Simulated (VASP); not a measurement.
Write the native input for VASP 6.6.1 that does the following.

```yaml
Task: single point
Functional: PBEsol
Potentials_or_basis: VASP PAW PBE potentials, release 64 (Y_sv, Si, H)
Cutoff: 520 eV
k_mesh: 2 × 3 × 2
Occupations: fermi-dirac, width 0.05 eV
Spin: no spin polarisation
Dipole_correction: no
Further_INCAR_settings: LREAL = Auto; ALGO = Normal; EDIFF = 1e-06; NBANDS = 94
```

The structure of Y8Si16H (a cell with a defect) lies in POSCAR:

```
Y8Si16H
1.0
   -3.8500000000     -6.6683960000      0.0000000000
    5.7750000000     -3.3341980000      0.0000000000
    0.0000000000      0.0000000000      8.2800000000
Y Si H
8 16 1
Direct
    0.7470584617      0.4809307493     -0.0112801932
    0.7325560636      0.5138945186      0.5129347826
    0.4690419461     -0.0415564515     -0.0339371981
    0.5229944049     -0.0390600071      0.4991183575
    0.2238000018      0.5391740272      0.0170048309
    0.2719746166      0.4609700907      0.5146739130
   -0.0011803314     -0.0372890521     -0.0034661836
    0.0364657841      0.0611936396      0.5103985507
    0.5003204683      0.2912439485      0.2015700483
    0.5121322501      0.6523305910      0.2323309179
    0.4933060247      0.3027234970      0.7746376812
    0.4923001638      0.6391784642      0.7499154589
    0.2462490976      0.8022959352      0.2831400966
    0.2413230639      0.1560681898      0.2343719807
    0.2534787229      0.8152195815      0.7194202899
    0.2549791732      0.1387133882      0.7653381643
    0.0089558399      0.4170354950      0.2660748792
   -0.0601706164      0.7503278142      0.2964855072
    0.0122215400      0.3500697713      0.7655072464
   -0.0198476139      0.6663526730      0.7547705314
    0.7108957969      0.9067443841      0.1960748792
    0.7826648950      0.2244259473      0.2711714976
    0.7373227868      0.8517909488      0.7506400966
    0.7662207218      0.1965800483      0.7294927536
    0.5649188404      0.2645606122      0.5520048309
```

The input as run:

INCAR

```
SYSTEM = Y8Si16H
  PREC = Accurate
  ENCUT = 520
  EDIFF = 1E-6
  ISMEAR = -1
  SIGMA = 0.05
  LREAL = Auto
  LASPH = .True.
  NELM = 100
  ALGO = Normal
  ISIF = 2
  LWAVE = .False.
  LCHARG = .False.
  GGA = PS
  NBANDS = 94
```

KPOINTS

```
regular mesh
0
Gamma
  2 3 2
  0 0 0
```

Potentials or basis: VASP PAW PBE potentials, release 64 (Y_sv, Si, H).

Command:

```sh
$ cat potpaw_PBE.64/Y_sv/POTCAR potpaw_PBE.64/Si/POTCAR potpaw_PBE.64/H/POTCAR > POTCAR
$ mpirun -np 1 vasp_std > vasp.out
```

Results of the run:

```
Pressure               : 12.2 GPa
Largest force          : 2.207 eV/Å
Band gap on the k mesh : zero (an odd number of electrons rules out a gap without spin polarisation)
```

Caveat: the k points lie up to 0.41 Å⁻¹ apart, too coarse for converged energies and pressures of a metal; the PAW data sets were made with another functional, which shifts forces and pressure a little; an odd number of electrons without spin polarisation forces a metal; a magnetic or distorted state may lie lower.

Wall time 7 min on 1 thread of Intel(R) Xeon(R) 6975P-C (Granite Rapids), with other jobs on the host, peak memory 0.56 GiB.
